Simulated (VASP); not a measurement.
# Br (Cmce) in VASP: settings compared

Aim: see how the results for Br move with the level of theory and the settings. Levels: PBE, r2SCAN. Tasks: single point.

Everything below comes from runs of VASP 6.6.1. Logs are shortened: lines on timing, memory, paths and dates and some standing lists are left out, and cuts for length are marked.

## 1. The cell of the first run

The structure is orthorhombic, space group Cmce (No. 64). Conventional cell: a = 7.797 Å, b = 4.309 Å, c = 8.687 Å, α = 90.00°, β = 90.00°, γ = 90.00°. Within 3.2 Å of Br (site symmetry m) lie 3 Br at 2.39 to 3.15 Å.

## 2. Single point, PBE

Input file INCAR:

```
SYSTEM = Br
PREC = Accurate
ENCUT = 520
EDIFF = 1E-7
ISMEAR = 0
SIGMA = 0.05
LREAL = .False.
LASPH = .True.
NELM = 80
ALGO = Normal
ISIF = 2
LWAVE = .False.
LCHARG = .True.
GGA = PE
LELF = .True.
LVHAR = .True.
NBANDS = 22
```

Input file KPOINTS:

```
regular mesh
0
Gamma
  6 6 2
  0 0 0
```

Input file POSCAR:

```
Br
1.0
    3.8984327422     -2.1546279663      0.0000000000
    3.8984327422      2.1546279663      0.0000000000
    0.0000000000      0.0000000000      8.6870957580
Br
4
Direct
    0.8584710952      0.1415289048      0.1180466778
    0.1415289048      0.8584710952      0.8819533222
    0.3584710952      0.6415289048      0.3819533222
    0.6415289048      0.3584710952      0.6180466778
```

Potentials or basis: VASP PAW PBE potentials, release 64 (Br).

The run is started by

```console
cat potpaw_PBE.64/Br/POTCAR > POTCAR
mpirun -np 1 vasp_std > vasp.out
```

OUTCAR:

```text
SYSTEM = Br
   PREC = Accurate
   ENCUT = 520
   EDIFF = 1E-7
   ISMEAR = 0
   LREAL = .False.
   LASPH = .True.
   NELM = 80
   ISIF = 2
   GGA = PE

 ion  position               nearest neighbor table
   1  0.858  0.142  0.118-   2 2.39
   2  0.142  0.858  0.882-   1 2.39
   3  0.358  0.642  0.382-   4 2.39
   4  0.642  0.358  0.618-   3 2.39

  LATTYP: Found a base centered orthorhombic cell.
 ALAT       =     4.3092559326
 B/A-ratio  =     1.8093298719
 C/A-ratio  =     2.0159154838

  Lattice vectors:

 A1 = (  -3.8984327422,  -2.1546279663,   0.0000000000)
 A2 = (   3.8984327422,  -2.1546279663,   0.0000000000)
 A3 = (   0.0000000000,   0.0000000000,   8.6870957580)

Analysis of symmetry for initial positions (statically):
=====================================================================
 Subroutine PRICEL returns:
 Original cell was already a primitive cell.

 Routine SETGRP: Setting up the symmetry group for a
 base centered orthorhombic supercell.

 Subroutine GETGRP returns: Found  8 space group operations
 (whereof  4 operations were pure point group operations)
 out of a pool of  8 trial point group operations.

The static configuration has the point symmetry C_2h.
 The point group associated with its full space group is D_2h.

Analysis of symmetry for dynamics (positions and initial velocities):
=====================================================================
 Subroutine PRICEL returns:
 Original cell was already a primitive cell.

 Routine SETGRP: Setting up the symmetry group for a
 base centered orthorhombic supercell.

 Subroutine GETGRP returns: Found  8 space group operations
 (whereof  4 operations were pure point group operations)
 out of a pool of  8 trial point group operations.

The dynamic configuration has the point symmetry C_2h.
 The point group associated with its full space group is D_2h.

 Subroutine INISYM returns: Found  8 space group operations
 (whereof  4 operations are pure point group operations),
 and found     1 'primitive' translations

----------------------------------------------------------------------------------------

                                     Primitive cell

  volume of cell :     145.9375

  direct lattice vectors                    reciprocal lattice vectors
     3.898432742 -2.154627966  0.000000000     0.128256670 -0.232058623  0.000000000
[... 84 lines left out ...]
   ISPIN  =      1    spin polarized calculation?
   LNONCOLLINEAR =      F non collinear calculations
   LSORBIT =      F    spin-orbit coupling
   LASPH  =      T    aspherical Exc in radial PAW
   ENCUT  =  520.0 eV  38.22 Ry    6.18 a.u.   8.28  8.28 16.15*2*pi/ulx,y,z
   NELM   =     80;   NELMIN=  2; NELMDL= -5     # of ELM steps
   EDIFF  = 0.1E-06   stopping-criterion for ELM
   LREAL  =      F    real-space projection
   EDIFFG = 0.1E-05   stopping-criterion for IOM
   NSW    =      0    number of steps for IOM
   IBRION =     -1    ionic relax: 0-MD 1-quasi-New 2-CG
   NFREE  =      0    steps in history (QN), initial steepest desc. (CG)
   ISIF   =      2    stress and relaxation
   ISYM   =      2    0-nonsym 1-usesym 2-fastsym
   POTIM  = 0.5000    time-step for ionic-motion
   TEBEG  =    0.0;   TEEND  =   0.0 temperature during run
   PSTRESS=    0.0 pullay stress
   NELECT =      28.0000    total number of electrons
   NUPDOWN=      -1.0000    fix difference up-down
   EMIN   =  10.00;   EMAX   =-10.00  energy-range for DOS
   EFERMI =   0.00;   METHOD = LEGACY
   ISMEAR =     0;   SIGMA  =   0.05  broadening in eV -4-tet -1-fermi 0-gaus
   EFERMI_NEDOS =   21; number of points for ismear=-14 and -15
   IALGO  =     38    algorithm
   IMIX   =      4    mixing-type and parameters
     AMIX     =   0.40;   BMIX     =  1.00
     AMIX_MAG =   1.60;   BMIX_MAG =  1.00
  volume/ion in A,a.u.               =      36.48       246.21
  Fermi-wavevector in a.u.,A,eV,Ry     =   0.944217  1.784312 12.130219  0.891546
  Thomas-Fermi vector in A             =   2.072000
   LORBIT       =      0    0 simple, 1 ext, 2 COOP (PROOUT), +10 PAW based schemes
   GGA     = PE    functional components
   LHFCALC =     F    Hartree Fock is set to
   AEXX    =    0.0000 exact exchange contribution
   IVDW    =     0    specifies the selected vdW correction
   LEPSILON=     F    determine dielectric tensor
   LRPA    =     F    only Hartree local field effects (RPA)
 non-spin polarized calculation
 Gauss-broadening in eV      SIGMA  =   0.05
  energy-cutoff  :      520.00
  volume of cell :      145.94
 maximum number of plane-waves:      3960
 NGX is ok and might be reduce to    36
   NGX = 17   NGY = 17   NGZ = 33

 number of electron      28.0000003 magnetization

 Free energy of the ion-electron system (eV)
  ---------------------------------------------------
  ext. energy  EPLUGINS =         0.00000000
  ---------------------------------------------------
  free energy    TOTEN  =        -6.55348771 eV

  energy without entropy =       -6.55348771  energy(sigma->0) =       -6.55348771

 E-fermi :  -0.5032     XC(G=0):  -7.5040

 val. band max:       -0.7403979119   @ k =   0.0000   0.0000   0.0000
 cond. band min:       0.6563650274   @ k =   0.0000   0.0000   0.0000
 fundamental gap:      1.3967629392
 Fermi energy:        -0.5032055517

 k-point     1 :       0.0000    0.0000    0.0000
  band No.  band energies     occupation
      1     -16.4060      2.00000
      2     -15.8754      2.00000
      3     -14.2274      2.00000
      4     -13.2518      2.00000
      5      -5.6215      2.00000
      6      -4.3776      2.00000
[... 589 lines left out ...]
     21       8.6133      0.00000
     22       8.6133      0.00000

 [... further k-points ...]
[... 5 lines left out ...]
  --------------------------------------------------------------------------------------
  -------------------------------------------------------------------------------------
  Total        0.2600667      0.0383112      0.0837480      0.0000000     -0.0000000      0.0000000
  in kB        2.8551463      0.4206005      0.9194291      0.0000000     -0.0000000      0.0000000
  external PRESSURE =       1.3983920 kB  Pullay stress =       0.0000000 kB

 VOLUME and BASIS-vectors are now :
 -----------------------------------------------------------------------------
  energy-cutoff  :      520.00
  volume of cell :      145.94
      direct lattice vectors                 reciprocal lattice vectors
     3.898432742 -2.154627966  0.000000000     0.128256670 -0.232058623  0.000000000
     3.898432742  2.154627966  0.000000000     0.128256670  0.232058623  0.000000000
     0.000000000  0.000000000  8.687095758     0.000000000  0.000000000  0.115113270

 POSITION                                       TOTAL-FORCE (eV/Angst)
 -----------------------------------------------------------------------------------
      3.89843     -1.54474      1.02548         0.000000      0.008015      0.015335
      3.89843      1.54474      7.66161         0.000000     -0.008015     -0.015335
      3.89843      0.60988      3.31807         0.000000      0.008015     -0.015335
      3.89843     -0.60988      5.36903         0.000000     -0.008015      0.015335
 -----------------------------------------------------------------------------------
    total drift:                               -0.000000     -0.000000      0.000000

  FREE ENERGIE OF THE ION-ELECTRON SYSTEM (eV)
  ---------------------------------------------------
  free  energy   TOTEN  =        -6.5534877110 eV

  energy  without entropy=       -6.5534877110  energy(sigma->0) =       -6.55348771
```

Wall time 47 s (1 thread of AMD EPYC 9R45 (Zen 5), shared host); peak memory 0.26 GiB.

What came out:

```
Free energy            : -6.5535 eV
Pressure               : 0.1 GPa
Largest force          : 0.017 eV/Å
Band gap on the k mesh : 1.40 eV, direct
```

Forces in eV/Å, atoms in the order of the input:
```
Br   0.000  0.008  0.015
Br   0.000 -0.008 -0.015
Br   0.000  0.008 -0.015
Br   0.000 -0.008  0.015
```

Levels at points of the mesh, in eV from the valence-band top:
| k point | band 11 | band 12 | band 13 | band 14 | band 15 | band 16 | band 17 | band 18 |
| --- | --- | --- | --- | --- | --- | --- | --- | --- |
| (0.00, 0.00, 0.00) | -1.28 | -0.56 | -0.43 | 0.00 | 1.40 | 2.24 | 5.56 | 6.59 |
| (0.50, 0.00, 0.00) | -1.19 | -1.19 | -0.58 | -0.58 | 2.37 | 2.37 | 6.96 | 6.96 |
| (0.50, 0.50, 0.00) | -1.47 | -1.35 | -0.47 | -0.10 | 1.41 | 2.15 | 7.14 | 7.81 |
| (0.00, 0.00, 0.50) | -1.02 | -1.02 | -0.24 | -0.24 | 1.67 | 1.67 | 6.20 | 6.20 |
| (0.50, 0.00, 0.50) | -0.65 | -0.65 | -0.09 | -0.09 | 1.85 | 1.85 | 7.26 | 7.26 |
| (0.50, 0.50, 0.50) | -1.07 | -1.07 | -0.67 | -0.67 | 1.67 | 1.67 | 8.12 | 8.12 |

A k mesh can miss the band edges. Expect the measured gap to be larger: semilocal functionals such as PBE lack the derivative discontinuity.

## 3. Single point, r2SCAN

This run uses another cell than the first one, of 32.76 Å³/atom, 0.898 times its volume.

Input file POSCAR:

```
Br
1.0
    3.5440445008     -2.1077520622      0.0000000000
    3.5440445008      2.1077520622      0.0000000000
    0.0000000000      0.0000000000      8.7717755815
Br
4
Direct
    0.8596191369      0.1403808631      0.1159636837
    0.1403808631      0.8596191369      0.8840363163
    0.3596191369      0.6403808631      0.3840363163
    0.6403808631      0.3596191369      0.6159636837
```

Input file INCAR.step1:

```
SYSTEM = Br
  ALGO = Normal
  EDIFF = 1E-4
  ENCUT = 520
  GGA = PE
  ISMEAR = 0
  LASPH = .TRUE.
  LCHARG = .FALSE.
  LREAL = .FALSE.
  LWAVE = .TRUE.
  NBANDS = 22
  NELM = 100
  PREC = Accurate
  SIGMA = 0.05
```

Input file INCAR.step2:

```
SYSTEM = Br
  ALGO = Normal
  EDIFF = 1E-6
  ENCUT = 520
  ISIF = 2
  ISMEAR = 0
  ISTART = 1
  LASPH = .TRUE.
  LCHARG = .FALSE.
  LMIXTAU = .TRUE.
  LREAL = .FALSE.
  LWAVE = .FALSE.
  METAGGA = R2SCAN
  NBANDS = 22
  NELM = 100
  PREC = Accurate
  SIGMA = 0.05
```

Input file KPOINTS:

```
k-points
0
G
  6 6 4
  0 0 0
```

Potentials or basis: VASP PAW PBE potentials, release 64 (Br).

The run is started by

```console
cat potpaw_PBE.64/Br/POTCAR > POTCAR
cp INCAR.step1 INCAR
mpirun -np 1 vasp_std > vasp.out
cp INCAR.step2 INCAR
mpirun -np 1 vasp_std > vasp.out
```

Wall time 3.3 min (1 thread of AMD EPYC 9R45 (Zen 5), shared host); peak memory 0.28 GiB.

Results (log left out):

* Free energy: -53.0291 eV
* Pressure: 0.0 GPa
* Largest force: 0.009 eV/Å
* Band gap on the k mesh: 1.64 eV, direct

Forces on the atoms (eV/Å):
```
Br   0.000 -0.008 -0.005
Br   0.000  0.008  0.005
Br   0.000 -0.008  0.005
Br   0.000  0.008 -0.005
```

Levels at points of the mesh, in eV from the valence-band top:
| k point | band 12 | band 13 | band 14 | band 15 | band 16 | band 17 |
| --- | --- | --- | --- | --- | --- | --- |
| (0.00, 0.00, 0.00) | -0.50 | -0.38 | 0.00 | 1.64 | 2.69 | 6.45 |
| (0.50, 0.00, 0.00) | -1.28 | -0.57 | -0.57 | 2.64 | 2.64 | 7.44 |
| (0.50, 0.50, 0.00) | -1.40 | -0.60 | -0.27 | 1.65 | 2.50 | 7.55 |
| (0.00, 0.00, 0.50) | -1.06 | -0.17 | -0.17 | 2.06 | 2.06 | 7.02 |
| (0.50, 0.00, 0.50) | -0.77 | -0.11 | -0.11 | 2.10 | 2.10 | 7.79 |
| (0.50, 0.50, 0.50) | -1.17 | -0.94 | -0.94 | 1.99 | 1.99 | 8.50 |

Caveat: the PAW data sets were made with another functional, which shifts forces and pressure a little.

## 4. Single point, r2SCAN

This run uses another cell than the first one, of 33.13 Å³/atom, 0.908 times its volume.

Input file POSCAR:

```
Br
1.0
    3.5630307279     -2.1172104457      0.0000000000
    3.5630307279      2.1172104457      0.0000000000
    0.0000000000      0.0000000000      8.7830078950
Br
4
Direct
    0.8607987528      0.1392012472      0.1158879913
    0.1392012472      0.8607987528      0.8841120087
    0.3607987528      0.6392012472      0.3841120087
    0.6392012472      0.3607987528      0.6158879913
```

Input file INCAR.step1:

```
PREC     = Accurate       # precision mode
ENCUT    = 520            # plane-wave cutoff, eV
ISMEAR   = 0              # smearing method
SIGMA    = 0.05           # smearing width, eV
LREAL    = F              # projectors in reciprocal space
LASPH    = T              # aspherical terms in the spheres
NELM     = 80             # most SCF steps
NBANDS   = 22             # bands
GGA      = PE             # functional
ALGO     = Normal         # electronic algorithm
EDIFF    = 1E-4           # SCF threshold, eV
LWAVE    = T              # write WAVECAR
LCHARG   = F              # write CHGCAR
```

Input file INCAR.step2:

```
PREC     = Accurate       # precision mode
ENCUT    = 520            # plane-wave cutoff, eV
EDIFF    = 1E-6           # SCF threshold, eV
ISMEAR   = 0              # smearing method
SIGMA    = 0.05           # smearing width, eV
LREAL    = F              # projectors in reciprocal space
LASPH    = T              # aspherical terms in the spheres
NELM     = 80             # most SCF steps
ALGO     = Normal         # electronic algorithm
ISIF     = 2              # what is computed and relaxed
LWAVE    = F              # write WAVECAR
LCHARG   = F              # write CHGCAR
METAGGA  = R2SCAN         # meta-GGA
LMIXTAU  = T            
NBANDS   = 22             # bands
ISTART   = 1
```

Input file KPOINTS:

```
regular mesh
0
Gamma
  6 6 4
```

Potentials or basis: VASP PAW PBE potentials, release 64 (Br).

The run is started by

```console
cat potpaw_PBE.64/Br/POTCAR > POTCAR
cp INCAR.step1 INCAR
mpirun -np 1 vasp_std > vasp.out
cp INCAR.step2 INCAR
mpirun -np 1 vasp_std > vasp.out
```

OUTCAR:

```text
PREC = Accurate
   ENCUT = 520
   EDIFF = 1E-6
   ISMEAR = 0
   LREAL = F
   LASPH = T
   NELM = 80
   ISIF = 2
   METAGGA = R2SCAN
   ISTART = 1

 ion  position               nearest neighbor table
   1  0.861  0.139  0.116-   2 2.35
   2  0.139  0.861  0.884-   1 2.35
   3  0.361  0.639  0.384-   4 2.35
   4  0.639  0.361  0.616-   3 2.35

  LATTYP: Found a base centered orthorhombic cell.
 ALAT       =     4.2344208914
 B/A-ratio  =     1.6828892636
[... 202 lines left out ...]
      6      -4.2377      2.00000
[... 589 lines left out ...]
     21       9.4448      0.00000
     22       9.8272      0.00000

 [... further k-points ...]
[... 5 lines left out ...]
  --------------------------------------------------------------------------------------
  -------------------------------------------------------------------------------------
  Total       -0.0211962     -0.0218321     -0.0692711      0.0000000      0.0000000      0.0000000
  in kB       -0.2562782     -0.2639673     -0.8375408      0.0000000      0.0000000      0.0000000
  external PRESSURE =      -0.4525954 kB  Pullay stress =       0.0000000 kB

 VOLUME and BASIS-vectors are now :
 -----------------------------------------------------------------------------
  energy-cutoff  :      520.00
  volume of cell :      132.51
      direct lattice vectors                 reciprocal lattice vectors
     3.563030728 -2.117210446  0.000000000     0.140329971 -0.236159802  0.000000000
     3.563030728  2.117210446  0.000000000     0.140329971  0.236159802  0.000000000
     0.000000000  0.000000000  8.783007895     0.000000000  0.000000000  0.113856211

 POSITION                                       TOTAL-FORCE (eV/Angst)
 -----------------------------------------------------------------------------------
      3.56303     -1.52777      1.01785         0.000000     -0.002246     -0.005573
      3.56303      1.52777      7.76516         0.000000      0.002246      0.005573
      3.56303      0.58944      3.37366         0.000000     -0.002246      0.005573
      3.56303     -0.58944      5.40935         0.000000      0.002246     -0.005573
 -----------------------------------------------------------------------------------
    total drift:                               -0.000000      0.000000      0.000000

  FREE ENERGIE OF THE ION-ELECTRON SYSTEM (eV)
  ---------------------------------------------------
  free  energy   TOTEN  =       -53.0294346261 eV

  energy  without entropy=      -53.0294346261  energy(sigma->0) =      -53.02943463
```

OUTCAR.step1:

```text
PREC = Accurate
   ENCUT = 520
   ISMEAR = 0
   LREAL = F
[... 832 lines left out ...]
      3.56303     -1.52777      1.01785         0.000000      0.129698      0.286677
      3.56303      1.52777      7.76516         0.000000     -0.129698     -0.286677
      3.56303      0.58944      3.37366         0.000000      0.129698     -0.286677
      3.56303     -0.58944      5.40935         0.000000     -0.129698      0.286677
 -----------------------------------------------------------------------------------
    total drift:                               -0.000000      0.000000      0.000000

  FREE ENERGIE OF THE ION-ELECTRON SYSTEM (eV)
  ---------------------------------------------------
  free  energy   TOTEN  =        -6.4965858369 eV

  energy  without entropy=       -6.4965858369  energy(sigma->0) =       -6.49658584
```

OSZICAR.step1:

```text
N       E                     dE             d eps       ncg     rms          rms(c)
DAV:   1     0.176493168439E+03    0.17649E+03   -0.11450E+04  1716   0.106E+03
DAV:   2     0.689715679596E+01   -0.16960E+03   -0.16459E+03  2400   0.186E+02
DAV:   3    -0.673039520252E+01   -0.13628E+02   -0.13575E+02  2154   0.595E+01
DAV:   4    -0.687158885479E+01   -0.14119E+00   -0.14115E+00  2158   0.731E+00
DAV:   5    -0.687287688726E+01   -0.12880E-02   -0.12880E-02  2188   0.685E-01    0.108E+01
DAV:   6    -0.659694296524E+01    0.27593E+00   -0.19446E-01  2076   0.227E+00    0.709E+00
DAV:   7    -0.650491400348E+01    0.92029E-01   -0.43816E-01  2022   0.336E+00    0.581E-01
DAV:   8    -0.649653330568E+01    0.83807E-02   -0.50026E-02  1932   0.117E+00    0.287E-01
DAV:   9    -0.649658583689E+01   -0.52531E-04   -0.94325E-04  2094   0.187E-01
   1 F= -.64965858E+01 E0= -.64965858E+01  d E =-.499012E-14
```

Wall time 3.1 min (1 thread of AMD EPYC 9R45 (Zen 5), shared host); peak memory 0.28 GiB.

Results:

- Free energy: -53.0294 eV
- Pressure: 0.0 GPa
- Largest force: 0.006 eV/Å
- Band gap on the k mesh: 1.64 eV, direct

Forces in eV/Å, atoms in the order of the input:
```
Br   0.000 -0.002 -0.006
Br   0.000  0.002  0.006
Br   0.000 -0.002  0.006
Br   0.000  0.002 -0.006
```

Caveat: the PAW data sets were made with another functional, which shifts forces and pressure a little.

(Continued in part 2 of 2.)
